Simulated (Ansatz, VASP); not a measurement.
# O in VASP and in Ansatz

```
O
1.0
     1.39488    0.80534    3.40830
    -1.39488    0.80534    3.40830
     0.00000   -1.61067    3.40830
O
2
Direct
  0.05770 0.05770 0.05770
  0.94230 0.94230 0.94230
```

Change from the starting cell: equal xx and yy strain of -2 %, PAW files.

Alike in both runs: task electric field gradients; functional PBEsol; k mesh 10 × 10 × 10; occupations fermi-dirac, width 0.02 eV; no spin polarisation.

|  | VASP | Ansatz |
| --- | --- | --- |
| version | VASP 6.6.1 | Ansatz 0.2.0 |
| potentials or method | VASP PAW PBE potentials, release 64 (O) | PAW with Ansatz's default frozen-core files, scalar-relativistic |
| plane-wave cutoff (eV) | 520 | 420 |
| valence electrons in the cell | 12 | 12 |

|  | VASP | Ansatz | Ansatz less VASP |
| --- | --- | --- | --- |
| pressure (GPa) | 6.4 | 1.8 | -4.63 |
| traceless stress, the component that is largest in VASP (GPa) | 31.02 | 21.05 | -9.974 |
| rms of the force components (eV/Å) | 2.251 | 1.181 | -1.0700 |
| size of Vzz on the site where it differs most (V/Å²) | 115.5 | 114.5 | -0.99 |

VASP's potentials were made for PBE, not for PBEsol. Atom by atom the forces differ by 1.070 eV/Å (rms over components).

Noted on VASP's run: the standard files for N, O and F lose accuracy on very short bonds; spin is off for a triplet molecule.
